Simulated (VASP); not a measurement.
Write the native input for VASP 6.6.1 that does the following.

```
Task                               : single point
Functional                         : PBE0
Dispersion                         : D3(BJ)
Potentials or basis                : VASP PAW PBE potentials, release 64 (Ti_sv, Al)
Cutoff                             : 400 eV
k mesh                             : 5 × 5 × 5
Occupations                        : fermi-dirac, width 0.05 eV
Spin                               : no spin polarisation
Dipole correction                  : no
Grid for exact exchange (PRECFOCK) : Normal
Further INCAR settings             : ALGO = Normal; EDIFF = 1e-06; NBANDS = 14
Share of exact exchange            : 0.25
```

Crystal: TiAl.

```xyz
2
Lattice="3.1791 0.0000 0.0000 0.0000 3.1791 0.0000 0.0000 0.0000 3.1791" Properties=species:S:1:pos:R:3 pbc="T T T"
Ti    0.0000    0.0000    0.0000
Al    1.5895    1.5895    1.5895
```

These files were run (other wordings do the same):

POSCAR

```
TiAl
1.0
    3.1790640000      0.0000000000      0.0000000000
    0.0000000000      3.1790640000      0.0000000000
    0.0000000000      0.0000000000      3.1790640000
Ti Al
1 1
Direct
    0.0000000000      0.0000000000      0.0000000000
    0.5000000000      0.5000000000      0.5000000000
```

INCAR.step1

```
ALGO     = Normal         # electronic algorithm
EDIFF    = 1E-5           # SCF threshold, eV
ENCUT    = 400            # plane-wave cutoff, eV
GGA      = PE             # functional
GGA_COMPAT= False        
ISIF     = 2              # what is computed and relaxed
ISMEAR   = -1             # smearing method
LASPH    = True           # aspherical terms in the spheres
LCHARG   = False          # write CHGCAR
LREAL    = False          # projectors in reciprocal space
LWAVE    = True           # write WAVECAR
NBANDS   = 14             # bands
NELM     = 120            # most SCF steps
PREC     = Accurate       # precision mode
SIGMA    = 0.05           # smearing width, eV
```

INCAR.step2

```
AEXX     = 0.25           # exact-exchange fraction
ALGO     = Normal         # electronic algorithm
EDIFF    = 1E-6           # SCF threshold, eV
ENCUT    = 400            # plane-wave cutoff, eV
GGA      = PE             # functional
GGA_COMPAT= False        
ISIF     = 2              # what is computed and relaxed
ISMEAR   = -1             # smearing method
ISTART   = 1            
IVDW     = 12             # dispersion correction
LASPH    = True           # aspherical terms in the spheres
LCHARG   = False          # write CHGCAR
LHFCALC  = True           # exact exchange
LREAL    = False          # projectors in reciprocal space
LWAVE    = False          # write WAVECAR
NBANDS   = 14             # bands
NELM     = 120            # most SCF steps
PREC     = Accurate       # precision mode
PRECFOCK = Normal       
SIGMA    = 0.05           # smearing width, eV
```

KPOINTS

```
k-points
0
Gamma
  5 5 5
```

Potentials or basis: VASP PAW PBE potentials, release 64 (Ti_sv, Al).

The run is started by

```sh
$ cat potpaw_PBE.64/Ti_sv/POTCAR potpaw_PBE.64/Al/POTCAR > POTCAR
$ cp INCAR.step1 INCAR
$ mpirun -np 1 vasp_std > vasp.out
$ cp INCAR.step2 INCAR
$ mpirun -np 1 vasp_std > vasp.out
```

Results of the run:

The pressure is -8.5 GPa, the band gap on the k mesh is zero (an odd number of electrons rules out a gap without spin polarisation) and the dispersion energy per atom is -0.541 eV.

Caveat: the k points lie up to 0.40 Å⁻¹ apart, too coarse for converged energies and pressures of a metal; three body term missing; the PAW data sets were made with another functional, which shifts forces and pressure a little.

It took 110 s on 1 thread of Intel(R) Xeon(R) 6975P-C (Granite Rapids), on a shared host, peak memory 0.14 GiB.
